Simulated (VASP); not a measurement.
Crystal: CoO.

```
Co O
1.0
    -1.50800    1.50800    2.10725
     1.50800   -1.50800    2.10725
     1.50800    1.50800   -2.10725
Co O
1 1
Direct
  0.00000 0.00000 0.00000
  0.50000 0.50000 0.00000
```

Base run:

| Item | Value |
| --- | --- |
| Program | VASP 6.6.1 |
| Functional | PBE |
| Potentials or basis | VASP PAW PBE potentials, release 64 (Co, O) |
| Cutoff | 520 eV |
| k mesh | 10 × 10 × 10 |
| Occupations | fermi-dirac, width 0.05 eV |
| Spin | collinear spin, ferromagnetic start |
| Starting moments | [2.0, 0.0] μB |
| Fixed moment | 2 μB |

Its results: pressure -7.9 GPa; site moments Co +1.89; O +0.08 μB.

Q: The run is repeated on the same cell with these changes: fixed moment from 2 μB to 3 μB; moments at the start from [2.0, 0.0] to [3.0, 0.0]. What comes out?

A: Pressure 0.4 GPa; site moments Co +2.62; O +0.33 μB.

Caveats: the total moment is fixed, so each spin has its own Fermi level and the state may be an excited one; a cell with one magnetic atom can't hold antiferromagnetic order, which such compounds often take; the cell stands under tension (at least some runs).
